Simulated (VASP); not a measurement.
# HCl (Fmmm) in VASP: single point with r2SCAN

Aim: the single point of HCl with r2SCAN.

Everything below comes from runs of VASP 6.6.1. Logs are shortened: lines on timing, memory, paths and dates and some standing lists are left out, and cuts for length are marked.

### Step 1. The cell of the first run

Symmetry: Fmmm, No. 69, orthorhombic system. Conventional cell: a = 5.066 Å, b = 5.389 Å, c = 5.751 Å, α = 90.00°, β = 90.00°, γ = 90.00°. Within 3.3 Å of H (site symmetry mmm) lie 6 Cl at 2.53 to 2.88 Å. Within 3.3 Å of Cl (site symmetry mmm) lie 6 H at 2.53 to 2.88 Å.

### Step 2. Single point, r2SCAN

Contents of POSCAR:

```
HCl
1.0
   -2.5331210000      2.6942730000      0.0000000000
    2.5331210000      0.0000000000      2.8755700000
    2.5331210000      2.6942730000      0.0000000000
H Cl
1 1
Direct
    0.0000000000      0.0000000000      0.0000000000
    0.5000000000      0.0000000000      0.5000000000
```

Contents of INCAR.step1:

```
PREC = Accurate
ENCUT = 520
ISMEAR = 1
SIGMA = 0.0809
LREAL = False
LASPH = True
NELM = 80
NBANDS = 11
GGA = PE
ALGO = Normal
EDIFF = 1E-4
LWAVE = True
LCHARG = False
```

Contents of INCAR.step2:

```
PREC = Accurate
ENCUT = 520
EDIFF = 1E-6
ISMEAR = 1
SIGMA = 0.0809
LREAL = False
LASPH = True
NELM = 80
ALGO = Normal
ISIF = 2
LWAVE = False
LCHARG = False
METAGGA = R2SCAN
LMIXTAU = True
NBANDS = 11
ISTART = 1
```

Contents of KPOINTS:

```
Automatic mesh
0
Gamma
  9 9 9
```

Potentials or basis: VASP PAW PBE potentials, release 64 (H, Cl).

Command:

```
cat potpaw_PBE.64/H/POTCAR potpaw_PBE.64/Cl/POTCAR > POTCAR
cp INCAR.step1 INCAR
mpirun -np 1 vasp_std > vasp.out
cp INCAR.step2 INCAR
mpirun -np 1 vasp_std > vasp.out
```

OUTCAR:

```text
PREC = Accurate
   ENCUT = 520
   EDIFF = 1E-6
   ISMEAR = 1
   LREAL = False
   LASPH = True
   NELM = 80
   ISIF = 2
   METAGGA = R2SCAN
   ISTART = 1

 ion  position               nearest neighbor table
   1  0.000  0.000  0.000-
   2  0.500  0.000  0.500-

  LATTYP: Found a face centered orthorhombic cell.
 ALAT       =     5.0662420000
 B/A-ratio  =     1.0636179638
 C/A-ratio  =     1.1351885678

  Lattice vectors:

 A1 = (   0.0000000000,   2.6942730000,   2.8755700000)
 A2 = (   2.5331210000,   0.0000000000,   2.8755700000)
 A3 = (   2.5331210000,   2.6942730000,   0.0000000000)

Analysis of symmetry for initial positions (statically):
=====================================================================
 Subroutine PRICEL returns:
 Original cell was already a primitive cell.

 Routine SETGRP: Setting up the symmetry group for a
 face centered orthorhombic supercell.

 Subroutine GETGRP returns: Found  8 space group operations
 (whereof  8 operations were pure point group operations)
 out of a pool of  8 trial point group operations.

The static configuration has the point symmetry D_2h.

Analysis of symmetry for dynamics (positions and initial velocities):
=====================================================================
 Subroutine PRICEL returns:
 Original cell was already a primitive cell.

 Routine SETGRP: Setting up the symmetry group for a
 face centered orthorhombic supercell.

 Subroutine GETGRP returns: Found  8 space group operations
 (whereof  8 operations were pure point group operations)
 out of a pool of  8 trial point group operations.

The dynamic configuration has the point symmetry D_2h.

 Subroutine INISYM returns: Found  8 space group operations
 (whereof  8 operations are pure point group operations),
 and found     1 'primitive' translations

----------------------------------------------------------------------------------------

                                     Primitive cell

  volume of cell :      39.2511

  direct lattice vectors                    reciprocal lattice vectors
    -2.533121000  2.694273000  0.000000000    -0.197384965  0.185578818  0.173878570
     2.533121000  0.000000000  2.875570000     0.000000000  0.000000000  0.347757140
     2.533121000  2.694273000  0.000000000     0.197384965  0.185578818 -0.173878570

  length of vectors
     3.698081800  3.832180166  3.698081800     0.321922474  0.347757140  0.321922474

  position of ions in fractional coordinates (direct lattice)
     0.000000000  0.000000000  0.000000000
     0.500000000  0.000000000  0.500000000

  ion indices of the primitive-cell ions
   primitive index   ion index
                 1           1
                 2           2

----------------------------------------------------------------------------------------

 KPOINTS: Automatic mesh

Automatic generation of k-mesh.
 Grid dimensions read from file:
 generate k-points for:    9    9    9

 Generating k-lattice:

  Cartesian coordinates                     Fractional coordinates (reciprocal lattice)
    -0.021931663  0.020619869  0.019319841     0.111111111 -0.000000000 -0.000000000
     0.000000000  0.000000000  0.038639682     0.000000000  0.111111111  0.000000000
     0.021931663  0.020619869 -0.019319841    -0.000000000  0.000000000  0.111111111

  Length of vectors
     0.035769164  0.038639682  0.035769164

  Shift w.r.t. Gamma in fractional coordinates (k-lattice)
     0.000000000  0.000000000  0.000000000

 Subroutine IBZKPT returns following result:
 ===========================================

 Found    125 irreducible k-points:

 Following reciprocal coordinates:
            Coordinates               Weight
  0.000000  0.000000  0.000000      1.000000
  0.111111  0.000000  0.000000      8.000000
  0.222222  0.000000  0.000000      8.000000
  0.333333  0.000000  0.000000      8.000000
  0.444444  0.000000  0.000000      8.000000
  0.000000  0.111111  0.000000      2.000000
[... 16 lines left out ...]
  0.333333  0.333333  0.000000      4.000000
  0.000000  0.444444  0.000000      2.000000
 [... further k-points ...]
   k-points           NKPTS =    125   k-points in BZ     NKDIM =    125   number of bands    NBANDS=     11
   number of dos      NEDOS =    301   number of ions     NIONS =      2
   total plane-waves  NPLWV =  23520
   dimension x,y,z NGX =    28 NGY =   30 NGZ =   28
   dimension x,y,z NGXF=    56 NGYF=   60 NGZF=   56
   ions per type =               1   1
   NGX,Y,Z   is equivalent  to a cutoff of  12.59, 13.01, 12.59 a.u.
   NGXF,Y,Z  is equivalent  to a cutoff of  25.17, 26.03, 25.17 a.u.
 SYSTEM =  unknown system
   PREC   = accura    normal or accurate (medium, high low for compatibility)
   ISTART =      1    job   : 0-new  1-cont  2-samecut
   ICHARG =      0    charge: 1-file 2-atom 10-const
   ISPIN  =      1    spin polarized calculation?
   LNONCOLLINEAR =      F non collinear calculations
   LSORBIT =      F    spin-orbit coupling
   LASPH  =      T    aspherical Exc in radial PAW
   ENCUT  =  520.0 eV  38.22 Ry    6.18 a.u.   6.88  7.13  6.88*2*pi/ulx,y,z
   NELM   =     80;   NELMIN=  2; NELMDL=  0     # of ELM steps
   EDIFF  = 0.1E-05   stopping-criterion for ELM
   LREAL  =      F    real-space projection
   EDIFFG = 0.1E-04   stopping-criterion for IOM
   NSW    =      0    number of steps for IOM
   IBRION =     -1    ionic relax: 0-MD 1-quasi-New 2-CG
   NFREE  =      0    steps in history (QN), initial steepest desc. (CG)
   ISIF   =      2    stress and relaxation
   ISYM   =      2    0-nonsym 1-usesym 2-fastsym
   POTIM  = 0.5000    time-step for ionic-motion
   TEBEG  =    0.0;   TEEND  =   0.0 temperature during run
   PSTRESS=    0.0 pullay stress
   NELECT =       8.0000    total number of electrons
   NUPDOWN=      -1.0000    fix difference up-down
   EMIN   =  10.00;   EMAX   =-10.00  energy-range for DOS
   EFERMI =   0.00;   METHOD = LEGACY
   ISMEAR =     1;   SIGMA  =   0.08  broadening in eV -4-tet -1-fermi 0-gaus
   EFERMI_NEDOS =   21; number of points for ismear=-14 and -15
   IALGO  =     38    algorithm
   IMIX   =      4    mixing-type and parameters
     AMIX     =   0.40;   BMIX     =  1.00
     AMIX_MAG =   1.60;   BMIX_MAG =  1.00
  volume/ion in A,a.u.               =      19.63       132.44
  Fermi-wavevector in a.u.,A,eV,Ry     =   0.963432  1.820622 12.628940  0.928201
  Thomas-Fermi vector in A             =   2.092977
   LORBIT       =      0    0 simple, 1 ext, 2 COOP (PROOUT), +10 PAW based schemes
   METAGGA = R2SCAN    functional components
   LHFCALC =     F    Hartree Fock is set to
   AEXX    =    0.0000 exact exchange contribution
   IVDW    =     0    specifies the selected vdW correction
   LEPSILON=     F    determine dielectric tensor
   LRPA    =     F    only Hartree local field effects (RPA)
 non-spin polarized calculation
 Methfessel and Paxton  Order N= 1 SIGMA  =   0.08
  energy-cutoff  :      520.00
  volume of cell :       39.25
 maximum number of plane-waves:      1071
   NGX = 13   NGY = 15   NGZ = 13

 number of electron       8.0000002 magnetization

 Free energy of the ion-electron system (eV)
  ---------------------------------------------------
  ext. energy  EPLUGINS =         0.00000000
  ---------------------------------------------------
  free energy    TOTEN  =        -7.26244782 eV

  energy without entropy =       -7.26311124  energy(sigma->0) =       -7.26266896

 E-fermi :  -2.2726     XC(G=0):  -8.1663

 val. band max:       -2.3093326767   @ k =   0.0000   0.0000   0.0000
 cond. band min:      -2.2694202959   @ k =   0.0000   0.0000   0.0000
 fundamental gap:      0.0399123808
 Fermi energy:        -2.2725991962

 k-point     1 :       0.0000    0.0000    0.0000
  band No.  band energies     occupation
      1     -16.1041      2.00000
      2      -2.4853      2.00128
      3      -2.3093      1.68767
      4      -2.2694      0.93355
      5      -2.1980     -0.03001
      6       9.8680      0.00000
      7      10.7962      0.00000
      8      11.2917      0.00000
      9      11.7206      0.00000
     10      13.2469      0.00000
     11      14.6048      0.00000

 k-point     2 :       0.1111    0.0000    0.0000
  band No.  band energies     occupation
      1     -16.0551      2.00000
      2      -3.3649      2.00000
      3      -2.3998      2.04869
      4      -2.3245      1.87582
      5      -1.2868     -0.00000
      6       9.4954      0.00000
      7      10.7163      0.00000
      8      11.1340      0.00000
      9      11.7081      0.00000
     10      12.6692      0.00000
     11      13.7093      0.00000

 k-point     3 :       0.2222    0.0000    0.0000
  band No.  band energies     occupation
      1     -15.9268      2.00000
      2      -4.3519      2.00000
      3      -2.4425      2.01142
      4      -2.4150      2.03200
      5      -0.4534      0.00000
      6       8.3036      0.00000
      7      10.4642      0.00000
      8      11.1231      0.00000
      9      11.5926      0.00000
     10      12.9690      0.00000
     11      13.1731      0.00000

 k-point     4 :       0.3333    0.0000    0.0000
  band No.  band energies     occupation
      1     -15.7725      2.00000
      2      -5.1319      2.00000
      3      -2.5501      2.00001
      4      -2.4519      2.00748
      5       0.1535      0.00000
      6       7.1962      0.00000
      7       9.8097      0.00000
      8      10.7614      0.00000
      9      12.0266      0.00000
     10      14.0470      0.00000
     11      14.3208      0.00000

 k-point     5 :       0.4444    0.0000    0.0000
  band No.  band energies     occupation
      1     -15.6665      2.00000
      2      -5.5668      2.00000
      3      -2.6223      2.00000
      4      -2.4709      2.00288
      5       0.4816      0.00000
      6       6.5730      0.00000
      7       9.4235      0.00000
      8      10.2992      0.00000
      9      13.0261      0.00000
     10      15.1308      0.00000
     11      15.8808      0.00000
[... 211 lines left out ...]
 k-point    21 :       0.1111    0.3333    0.0000
  band No.  band energies     occupation
      1     -15.6816      2.00000
      2      -4.2668      2.00000
      3      -3.2895      2.00000
      4      -2.7793      2.00000
      5      -1.4305     -0.00000
      6       8.5312      0.00000
      7       9.6223      0.00000
      8      12.6868      0.00000
      9      13.4957      0.00000
     10      14.7918      0.00000
     11      16.0696      0.00000

 k-point    22 :       0.2222    0.3333    0.0000
  band No.  band energies     occupation
      1     -15.6141      2.00000
      2      -4.5087      2.00000
      3      -3.7627      2.00000
      4      -2.7527      2.00000
      5      -0.8083     -0.00000
      6       8.5447      0.00000
      7       9.6651      0.00000
      8      12.1058      0.00000
      9      12.9754      0.00000
     10      15.3118      0.00000
     11      15.9351      0.00000

 k-point    23 :       0.3333    0.3333    0.0000
  band No.  band energies     occupation
      1     -15.5905      2.00000
      2      -4.9878      2.00000
      3      -3.6431      2.00000
      4      -2.6499      2.00000
      5      -0.1992      0.00000
      6       8.3483      0.00000
      7       9.2795      0.00000
      8      11.3248      0.00000
      9      13.5337      0.00000
     10      14.8904      0.00000
     11      15.0534      0.00000

 k-point    24 :       0.0000    0.4444    0.0000
  band No.  band energies     occupation
      1     -15.6547      2.00000
      2      -4.1926      2.00000
      3      -3.0476      2.00000
      4      -2.7525      2.00000
      5      -2.1644     -0.06756
      6       8.2466      0.00000
      7      10.2654      0.00000
      8      13.9400      0.00000
      9      14.0116      0.00000
     10      14.8998      0.00000
     11      15.8747      0.00000

 [... further k-points ...]
[... 5 lines left out ...]
  --------------------------------------------------------------------------------------
  -------------------------------------------------------------------------------------
  Total       -3.9536234     -2.3300227     -1.3576590      0.0000000      0.0000000      0.0000000
  in kB     -161.3817468    -95.1084854    -55.4178668      0.0000000      0.0000000      0.0000000
  external PRESSURE =    -103.9693663 kB  Pullay stress =       0.0000000 kB

 VOLUME and BASIS-vectors are now :
 -----------------------------------------------------------------------------
  energy-cutoff  :      520.00
  volume of cell :       39.25
      direct lattice vectors                 reciprocal lattice vectors
    -2.533121000  2.694273000  0.000000000    -0.197384965  0.185578818  0.173878570
     2.533121000  0.000000000  2.875570000     0.000000000  0.000000000  0.347757140
     2.533121000  2.694273000  0.000000000     0.197384965  0.185578818 -0.173878570

 POSITION                                       TOTAL-FORCE (eV/Angst)
 -----------------------------------------------------------------------------------
      0.00000      0.00000      0.00000        -0.000000      0.000000      0.000000
      0.00000      2.69427      0.00000         0.000000     -0.000000      0.000000
 -----------------------------------------------------------------------------------
    total drift:                                0.000000      0.000000     -0.000000

  FREE ENERGIE OF THE ION-ELECTRON SYSTEM (eV)
  ---------------------------------------------------
  free  energy   TOTEN  =        -7.2624478232 eV

  energy  without entropy=       -7.2631112375  energy(sigma->0) =       -7.26266896
```

Wall time 2 min (1 thread of AMD EPYC 9R45 (Zen 5), shared host); peak memory 0.16 GiB.

What came out:

```yaml
Free_energy: -7.2624 eV
Pressure: -10.4 GPa
```

Caveat: the PAW data sets were made with another functional, which shifts forces and pressure a little.
